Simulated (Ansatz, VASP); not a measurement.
**One calculation of BN, two programs**

```
B N
1.0
     0.00000    1.80480    1.80480
     1.80480    0.00000    1.80480
     1.80480    1.80480    0.00000
B N
1 1
Cartesian
  0.0000 0.0000 0.0000
  0.9024 0.9024 0.9024
```

Alike in both runs: functional r2SCAN; k mesh 13 × 13 × 13; occupations fermi-dirac, width 0.02 eV; no spin polarisation.

Ansatz relaxed the structure, and its values are those at the end. VASP's run is a single point on that final structure, the one shown.

|  | VASP | Ansatz |
| --- | --- | --- |
| version | VASP 6.6.1 | Ansatz 0.2.0 |
| potentials or method | VASP PAW PBE potentials, release 64 (B, N) | PAW with Ansatz's default frozen-core files, scalar-relativistic |
| plane-wave cutoff (eV) | 520 | 500 |
| valence electrons in the cell | 8 | 8 |

```tsv
	VASP	Ansatz	Ansatz less VASP
pressure (GPa)	1.2	0.0	-1.12
```

VASP's potentials were made for PBE, not for r2SCAN.
